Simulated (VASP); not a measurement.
A run of VASP 6.6.1:

The input INCAR:

```
PREC = Accurate
ENCUT = 520
EDIFF = 1E-7
ISMEAR = 0
SIGMA = 0.1
LREAL = False
LASPH = True
NELM = 100
ALGO = Normal
ISIF = 2
LWAVE = False
LCHARG = True
GGA = PS
LELF = True
LVHAR = True
NBANDS = 7
```

KPOINTS

```
regular mesh
0
Gamma
  14 14 12
```

File POSCAR:

```
Mg
1.0
    2.9979871589      0.0000000000      0.0000000000
   -1.4989935795      2.6685289822     -0.0295070866
    0.0000000000     -0.0340108357      3.0920934491
Mg
1
Direct
    0.0000000000      0.0000000000      0.0000000000
```

Potentials or basis: VASP PAW PBE potentials, release 64 (Mg).

Command:

```console
$ cat potpaw_PBE.64/Mg/POTCAR > POTCAR
$ mpirun -np 1 vasp_std > vasp.out
```

Hardware: 1 thread of Intel Xeon 8259CL, on a shared host.

How long does it take, and how much memory?

Wall time 28 s on 1 thread of Intel Xeon 8259CL, on a shared host, peak memory 0.23 GiB. Counts: scf iterations 9, k points 639.
